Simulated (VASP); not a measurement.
# W (I4/mmm) in VASP: further runs

W is run at these levels: LDA; tasks: single point.

Program: VASP 6.6.1. These are calculated values, not measurements. Logs are shortened: lines on timing, memory, paths and dates and some standing lists are left out, and cuts for length are marked.

**1. The cell of the first run**

It takes space group I4/mmm (No. 139, tetragonal). The conventional cell has a = 2.957 Å, b = 2.957 Å, c = 4.060 Å, α = 90.00°, β = 90.00°, γ = 90.00°. W (site symmetry 4/mmm) has 12 W at 2.91 to 2.96 Å within 3.8 Å.

**2. Single point, LDA (strain +0.030 along x and y, +0.000 along z)**

INCAR

```
SYSTEM = W
PREC = Accurate
ENCUT = 520
EDIFF = 1E-6
ISMEAR = 0
SIGMA = 0.15
LREAL = .False.
LASPH = .True.
NELM = 100
ALGO = Fast
ISIF = 2
LWAVE = .False.
LCHARG = .False.
NBANDS = 13
```

KPOINTS

```
regular mesh
0
Gamma
  20 20 20
  0 0 0
```

POSCAR

```
W
1.0
    0.0000000000      2.0909000000      2.0300000000
    2.0909000000      0.0000000000      2.0300000000
    2.0909000000      2.0909000000      0.0000000000
W
1
Direct
    0.0000000000      0.0000000000      0.0000000000
```

Potentials or basis: VASP PAW LDA potentials, release 64 (W_sv).

The run is started by

```console
$ cat potpaw_LDA.64/W_sv/POTCAR > POTCAR
$ mpirun -np 1 vasp_std > vasp.out
```

OUTCAR:

```text
SYSTEM = W
   PREC = Accurate
   ENCUT = 520
   EDIFF = 1E-6
   ISMEAR = 0
   LREAL = .False.
   LASPH = .True.
   NELM = 100
   ISIF = 2

 ion  position               nearest neighbor table
   1  0.000  0.000  0.000-

  LATTYP: Found a body centered tetragonal cell.
 ALAT       =     2.9569791376
 C/A-ratio  =     1.3730228761

  Lattice vectors:

 A1 = (   0.0000000000,  -2.0909000000,  -2.0300000000)
 A2 = (   0.0000000000,   2.0909000000,  -2.0300000000)
 A3 = (   2.0909000000,   0.0000000000,   2.0300000000)

Analysis of symmetry for initial positions (statically):
=====================================================================
 Subroutine PRICEL returns:
 Original cell was already a primitive cell.

 Routine SETGRP: Setting up the symmetry group for a
 body centered tetragonal supercell.

 Subroutine GETGRP returns: Found 16 space group operations
 (whereof 16 operations were pure point group operations)
 out of a pool of 16 trial point group operations.

The static configuration has the point symmetry D_4h.

Analysis of symmetry for dynamics (positions and initial velocities):
=====================================================================
 Subroutine PRICEL returns:
 Original cell was already a primitive cell.

 Routine SETGRP: Setting up the symmetry group for a
 body centered tetragonal supercell.

 Subroutine GETGRP returns: Found 16 space group operations
 (whereof 16 operations were pure point group operations)
 out of a pool of 16 trial point group operations.

The dynamic configuration has the point symmetry D_4h.

 Subroutine INISYM returns: Found 16 space group operations
 (whereof 16 operations are pure point group operations),
 and found     1 'primitive' translations

----------------------------------------------------------------------------------------

                                     Primitive cell

  volume of cell :      17.7498

  direct lattice vectors                    reciprocal lattice vectors
     0.000000000  2.090900000  2.030000000    -0.239131474  0.239131474  0.246305419
     2.090900000  0.000000000  2.030000000     0.239131474 -0.239131474  0.246305419
     2.090900000  2.090900000  0.000000000     0.239131474  0.239131474 -0.246305419

  length of vectors
     2.914234515  2.914234515  2.956979138     0.418370749  0.418370749  0.418370749

  position of ions in fractional coordinates (direct lattice)
     0.000000000  0.000000000  0.000000000

  ion indices of the primitive-cell ions
   primitive index   ion index
                 1           1

----------------------------------------------------------------------------------------

 KPOINTS: regular mesh

Automatic generation of k-mesh.
 Grid dimensions read from file:
 generate k-points for:   20   20   20

 Generating k-lattice:

  Cartesian coordinates                     Fractional coordinates (reciprocal lattice)
    -0.011956574  0.011956574  0.012315271     0.050000000 -0.000000000  0.000000000
     0.011956574 -0.011956574  0.012315271    -0.000000000  0.050000000  0.000000000
     0.011956574  0.011956574 -0.012315271     0.000000000  0.000000000  0.050000000

  Length of vectors
     0.020918537  0.020918537  0.020918537

  Shift w.r.t. Gamma in fractional coordinates (k-lattice)
     0.000000000  0.000000000  0.000000000

 Subroutine IBZKPT returns following result:
 ===========================================

 Found    641 irreducible k-points:

 Following reciprocal coordinates:
            Coordinates               Weight
  0.000000  0.000000  0.000000      1.000000
  0.050000 -0.000000  0.000000      8.000000
  0.100000  0.000000  0.000000      8.000000
  0.150000 -0.000000  0.000000      8.000000
  0.200000  0.000000  0.000000      8.000000
  0.250000 -0.000000  0.000000      8.000000
[... 16 lines left out ...]
 -0.400000  0.050000  0.000000      8.000000
 -0.350000  0.050000  0.000000      8.000000
 [... further k-points ...]
   k-points           NKPTS =    641   k-points in BZ     NKDIM =    641   number of bands    NBANDS=     13
   number of dos      NEDOS =    301   number of ions     NIONS =      1
   total plane-waves  NPLWV =  13824
   dimension x,y,z NGX =    24 NGY =   24 NGZ =   24
   dimension x,y,z NGXF=    48 NGYF=   48 NGZF=   48
   ions per type =               1
   NGX,Y,Z   is equivalent  to a cutoff of  13.69, 13.69, 13.49 a.u.
   NGXF,Y,Z  is equivalent  to a cutoff of  27.38, 27.38, 26.99 a.u.
 SYSTEM =  W
   PREC   = accura    normal or accurate (medium, high low for compatibility)
   ISTART =      0    job   : 0-new  1-cont  2-samecut
   ICHARG =      2    charge: 1-file 2-atom 10-const
   ISPIN  =      1    spin polarized calculation?
   LNONCOLLINEAR =      F non collinear calculations
   LSORBIT =      F    spin-orbit coupling
   LASPH  =      T    aspherical Exc in radial PAW
   ENCUT  =  520.0 eV  38.22 Ry    6.18 a.u.   5.42  5.42  5.50*2*pi/ulx,y,z
   NELM   =    100;   NELMIN=  2; NELMDL= -5     # of ELM steps
   EDIFF  = 0.1E-05   stopping-criterion for ELM
   LREAL  =      F    real-space projection
   EDIFFG = 0.1E-04   stopping-criterion for IOM
   NSW    =      0    number of steps for IOM
   IBRION =     -1    ionic relax: 0-MD 1-quasi-New 2-CG
   NFREE  =      0    steps in history (QN), initial steepest desc. (CG)
   ISIF   =      2    stress and relaxation
   ISYM   =      2    0-nonsym 1-usesym 2-fastsym
   POTIM  = 0.5000    time-step for ionic-motion
   TEBEG  =    0.0;   TEEND  =   0.0 temperature during run
   PSTRESS=    0.0 pullay stress
   NELECT =      14.0000    total number of electrons
   NUPDOWN=      -1.0000    fix difference up-down
   EMIN   =  10.00;   EMAX   =-10.00  energy-range for DOS
   EFERMI =   0.00;   METHOD = LEGACY
   ISMEAR =     0;   SIGMA  =   0.15  broadening in eV -4-tet -1-fermi 0-gaus
   EFERMI_NEDOS =   21; number of points for ismear=-14 and -15
   IALGO  =     68    algorithm
   IMIX   =      4    mixing-type and parameters
     AMIX     =   0.40;   BMIX     =  1.00
     AMIX_MAG =   1.60;   BMIX_MAG =  1.00
  volume/ion in A,a.u.               =      17.75       119.78
  Fermi-wavevector in a.u.,A,eV,Ry     =   1.512586  2.858373 31.128980  2.287915
  Thomas-Fermi vector in A             =   2.622490
   LORBIT       =      0    0 simple, 1 ext, 2 COOP (PROOUT), +10 PAW based schemes
   GGA     = CA    functional components
   LHFCALC =     F    Hartree Fock is set to
   AEXX    =    0.0000 exact exchange contribution
   IVDW    =     0    specifies the selected vdW correction
   LEPSILON=     F    determine dielectric tensor
   LRPA    =     F    only Hartree local field effects (RPA)
 non-spin polarized calculation
 RMM-DIIS sequential band-by-band and
 Gauss-broadening in eV      SIGMA  =   0.15
  energy-cutoff  :      520.00
  volume of cell :       17.75
 maximum number of plane-waves:       507
 NGX is ok and might be reduce to    24
   NGX = 11   NGY = 11   NGZ = 11

 number of electron      13.9999999 magnetization

 Free energy of the ion-electron system (eV)
  ---------------------------------------------------
  ext. energy  EPLUGINS =         0.00000000
  ---------------------------------------------------
  free energy    TOTEN  =       -13.42917566 eV

  energy without entropy =      -13.41395330  energy(sigma->0) =      -13.42156448

 E-fermi :   9.3182     XC(G=0): -13.1966

 val. band max:        9.3176085578   @ k =   0.2000   0.0500   0.1500
 cond. band min:       9.3192412795   @ k =   0.4500   0.1500   0.1000
 fundamental gap:      0.0016327217
 Fermi energy:         9.3182400038

 k-point     1 :       0.0000    0.0000    0.0000
  band No.  band energies     occupation
      1     -64.0846      2.00000
      2     -28.0548      2.00000
      3     -28.0548      2.00000
      4     -28.0349      2.00000
      5       0.8049      2.00000
      6       8.6895      2.00000
      7       8.6895      2.00000
      8       9.0330      1.99283
      9      11.2935      0.00000
     10      11.7878      0.00000
     11      22.0856      0.00000
     12      26.5550      0.00000
     13      26.5550      0.00000

 k-point     2 :       0.0500   -0.0000    0.0000
  band No.  band energies     occupation
      1     -64.0827      2.00000
      2     -28.0738      2.00000
      3     -28.0583      2.00000
      4     -28.0416      2.00000
      5       0.9060      2.00000
      6       8.6519      2.00000
      7       8.7362      2.00000
      8       9.0424      1.99069
      9      11.2588      0.00000
     10      11.7413      0.00000
     11      22.2859      0.00000
     12      26.2553      0.00000
     13      26.7382      0.00000

 k-point     3 :       0.1000    0.0000    0.0000
  band No.  band energies     occupation
      1     -64.0773      2.00000
      2     -28.1385      2.00000
      3     -28.0684      2.00000
      4     -28.0510      2.00000
      5       1.2013      2.00000
      6       8.4960      2.00000
      7       8.8595      1.99998
      8       9.1253      1.93114
      9      11.1809      0.00000
     10      11.6261      0.00000
     11      22.8404      0.00000
     12      25.3707      0.00000
     13      27.2739      0.00000

 k-point     4 :       0.1500   -0.0000    0.0000
  band No.  band energies     occupation
      1     -64.0688      2.00000
      2     -28.2407      2.00000
      3     -28.0841      2.00000
      4     -28.0630      2.00000
      5       1.6659      2.00000
      6       8.2509      2.00000
      7       9.0028      1.99706
      8       9.2715      1.34075
      9      11.1400      0.00000
     10      11.5132      0.00000
     11      23.4828      0.00000
     12      24.5120      0.00000
     13      28.1249      0.00000

 k-point     5 :       0.2000    0.0000    0.0000
  band No.  band energies     occupation
      1     -64.0582      2.00000
      2     -28.3680      2.00000
      3     -28.1038      2.00000
      4     -28.0776      2.00000
      5       2.2526      2.00000
      6       8.0162      2.00000
      7       9.0729      1.97927
      8       9.3830      0.54159
      9      11.2539      0.00000
     10      11.5152      0.00000
     11      23.0121      0.00000
     12      24.8727      0.00000
     13      29.2393      0.00000

 k-point     6 :       0.2500   -0.0000    0.0000
  band No.  band energies     occupation
      1     -64.0464      2.00000
      2     -28.5069      2.00000
      3     -28.1256      2.00000
      4     -28.0937      2.00000
      5       2.8831      2.00000
      6       7.8988      2.00000
      7       9.0129      1.99601
      8       9.3731      0.60492
      9      11.5944      0.00000
     10      11.7293      0.00000
     11      22.1119      0.00000
     12      25.3198      0.00000
     13      30.5605      0.00000

 k-point     7 :       0.3000   -0.0000    0.0000
  band No.  band energies     occupation
      1     -64.0345      2.00000
      2     -28.6434      2.00000
      3     -28.1473      2.00000
      4     -28.1096      2.00000
      5       3.4454      2.00000
      6       8.0085      2.00000
      7       8.8609      1.99998
      8       9.2511      1.47315
      9      12.1190      0.00000
     10      12.1418      0.00000
     11      21.2439      0.00000
     12      24.7552      0.00000
     13      31.1273      0.00000
[... 193 lines left out ...]
 k-point    20 :       0.4500    0.0500    0.0000
  band No.  band energies     occupation
      1     -64.0101      2.00000
      2     -28.8998      2.00000
      3     -28.1991      2.00000
      4     -28.1511      2.00000
      5       4.1927      2.00000
      6       8.5526      2.00000
      7       8.7059      2.00000
      8       9.3400      0.83732
      9      13.4493      0.00000
     10      13.7897      0.00000
     11      18.9541      0.00000
     12      22.2314      0.00000
     13      27.1449      0.00000

 k-point    21 :       0.5000    0.0500    0.0000
  band No.  band energies     occupation
      1     -64.0072      2.00000
      2     -28.9318      2.00000
      3     -28.2007      2.00000
      4     -28.1594      2.00000
      5       4.2253      2.00000
      6       8.4876      2.00000
      7       8.6468      2.00000
      8       9.7388      0.00007
      9      13.8075      0.00000
     10      13.8996      0.00000
     11      18.4279      0.00000
     12      21.9233      0.00000
     13      26.9029      0.00000

 k-point    22 :      -0.4500    0.0500    0.0000
  band No.  band energies     occupation
      1     -64.0080      2.00000
      2     -28.9232      2.00000
      3     -28.1954      2.00000
      4     -28.1627      2.00000
      5       4.2189      2.00000
      6       8.4900      2.00000
      7       8.6519      2.00000
      8       9.6788      0.00067
      9      13.6903      0.00000
     10      13.8720      0.00000
     11      18.5613      0.00000
     12      21.9772      0.00000
     13      27.2287      0.00000

 k-point    23 :      -0.4000    0.0500    0.0000
  band No.  band energies     occupation
      1     -64.0124      2.00000
      2     -28.8749      2.00000
      3     -28.1838      2.00000
      4     -28.1607      2.00000
      5       4.1640      2.00000
      6       8.5612      2.00000
      7       8.7014      2.00000
      8       9.2214      1.63883
      9      13.2164      0.00000
     10      13.6588      0.00000
     11      19.2766      0.00000
     12      22.3984      0.00000
     13      27.6372      0.00000

 k-point    24 :      -0.3500    0.0500    0.0000
  band No.  band energies     occupation
      1     -64.0200      2.00000
      2     -28.7910      2.00000
      3     -28.1669      2.00000
      4     -28.1534      2.00000
      5       4.0072      2.00000
      6       8.4754      2.00000
      7       8.6942      2.00000
      8       8.9637      1.99917
      9      12.5921      0.00000
     10      13.2528      0.00000
     11      20.2249      0.00000
     12      23.2373      0.00000
     13      28.4552      0.00000

 [... further k-points ...]
[... 5 lines left out ...]
  --------------------------------------------------------------------------------------
  -------------------------------------------------------------------------------------
  Total       -2.9019685     -2.9019685     -3.8430625      0.0000000     -0.0000000     -0.0000000
  in kB     -261.9453616   -261.9453616   -346.8929435      0.0000000     -0.0000000     -0.0000000
  external PRESSURE =    -290.2612222 kB  Pullay stress =       0.0000000 kB

 VOLUME and BASIS-vectors are now :
 -----------------------------------------------------------------------------
  energy-cutoff  :      520.00
  volume of cell :       17.75
      direct lattice vectors                 reciprocal lattice vectors
     0.000000000  2.090900000  2.030000000    -0.239131474  0.239131474  0.246305419
     2.090900000  0.000000000  2.030000000     0.239131474 -0.239131474  0.246305419
     2.090900000  2.090900000  0.000000000     0.239131474  0.239131474 -0.246305419

 POSITION                                       TOTAL-FORCE (eV/Angst)
 -----------------------------------------------------------------------------------
      0.00000      0.00000      0.00000        -0.000000     -0.000000      0.000000
 -----------------------------------------------------------------------------------
    total drift:                               -0.000000     -0.000000      0.000000

  FREE ENERGIE OF THE ION-ELECTRON SYSTEM (eV)
  ---------------------------------------------------
  free  energy   TOTEN  =       -13.4291756638 eV

  energy  without entropy=      -13.4139533017  energy(sigma->0) =      -13.42156448
```

Run time: 79 s. Hardware: 1 thread of Intel Xeon Platinum 8488C (Sapphire Rapids), shared host; peak memory 0.24 GiB.

Results:

```yaml
Free_energy: -13.4292 eV
Pressure: -29.0 GPa
Band_gap_on_the_k_mesh: zero (band 7 reaches 12.47 eV, above the bottom of band 8 at 8.86 eV)
```

Caveat: the cell differs from its parent crystal (strain +0.030 along x and y, +0.000 along z); spin-orbit coupling is left out, which moves the levels of the heavy elements.

**3. Single point, LDA (strain -0.030 along x and y, +0.000 along z)**

INCAR

```
PREC = Accurate
ENCUT = 520
EDIFF = 1E-6
ISMEAR = 0
SIGMA = 0.15
LREAL = False
LASPH = True
NELM = 60
ALGO = Normal
ISIF = 2
LWAVE = False
LCHARG = False
GGA = CA
NBANDS = 13
```

KPOINTS

```
regular mesh
0
Gamma
  20 20 20
```

POSCAR

```
W
1.0
    0.0000000000      1.9691000000      2.0300000000
    1.9691000000      0.0000000000      2.0300000000
    1.9691000000      1.9691000000      0.0000000000
W
1
Direct
    0.0000000000      0.0000000000      0.0000000000
```

Potentials or basis: VASP PAW LDA potentials, release 64 (W_sv).

The run is started by

```console
$ cat potpaw_LDA.64/W_sv/POTCAR > POTCAR
$ mpirun -np 1 vasp_std > vasp.out
```

Run time: 57 s. Hardware: 1 thread of Intel Xeon Platinum 8488C (Sapphire Rapids), shared host; peak memory 0.23 GiB.

Results (log left out):

```
Free energy            : -13.6266 eV
Pressure               : 0.4 GPa
Band gap on the k mesh : zero (band 7 reaches 14.59 eV, above the bottom of band 8 at 10.44 eV)
```

Stress tensor (GPa, compression positive):
```
-2.37  0.00  0.00
 0.00 -2.37  0.00
 0.00  0.00  5.89
```

Levels at points of the mesh, in eV from the Fermi level:
| k point | band 5 | band 6 | band 7 | band 8 | band 9 | band 10 |
| --- | --- | --- | --- | --- | --- | --- |
| (0.00, 0.00, 0.00) | -9.14 | -0.94 | -0.52 | -0.52 | 2.28 | 2.93 |
| (0.50, 0.00, 0.00) | -5.83 | -1.15 | -0.68 | 0.90 | 5.13 | 5.41 |
| (0.50, 0.50, 0.00) | -5.82 | -4.76 | 3.00 | 5.26 | 6.04 | 6.04 |
| (0.50, 0.00, 0.50) | -5.80 | -4.83 | 3.62 | 5.17 | 5.81 | 6.34 |

Caveat: the cell differs from its parent crystal (strain -0.030 along x and y, +0.000 along z); spin-orbit coupling is left out, which moves the levels of the heavy elements.

(Continued in part 2 of 2.)
